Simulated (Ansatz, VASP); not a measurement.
Two plane-wave programs on CaO

```xyz
2
Lattice="0.0000 2.4490 2.2531 2.4490 0.0000 2.2531 2.4490 2.4490 0.0000" Properties=species:S:1:pos:R:3 pbc="T T T"
Ca    0.0000    0.0000    0.0000
O     2.4490    2.4490    2.2531
```

Change from the starting cell: strain +0.000 along x and y, -0.080 along z, atoms carried along.

Alike in both runs: task single point; functional r2SCAN; k mesh 8 × 8 × 8; occupations gaussian, width 0.05 eV; no spin polarisation.

|  | VASP | Ansatz |
| --- | --- | --- |
| version | VASP 6.6.1 | Ansatz 0.2.0 |
| potentials or method | VASP PAW PBE potentials, release 64 (Ca_sv, O), cutoff 520 eV | scalar-relativistic, plane waves, PAW |
| valence electrons in the cell | 16 | 16 |

|  | VASP | Ansatz | Ansatz less VASP |
| --- | --- | --- | --- |
| gap on the k mesh at the Fermi level (eV) | 3.80 | 3.82 | +0.023 |
| least direct gap on the mesh (eV) | 4.47 | 4.49 | +0.023 |
| pressure (GPa) | 5.6 | 4.4 | -1.22 |
| traceless stress, the component that is largest in VASP (GPa) | 13.33 | 12.51 | -0.818 |

VASP's potentials were made for PBE, not for r2SCAN.
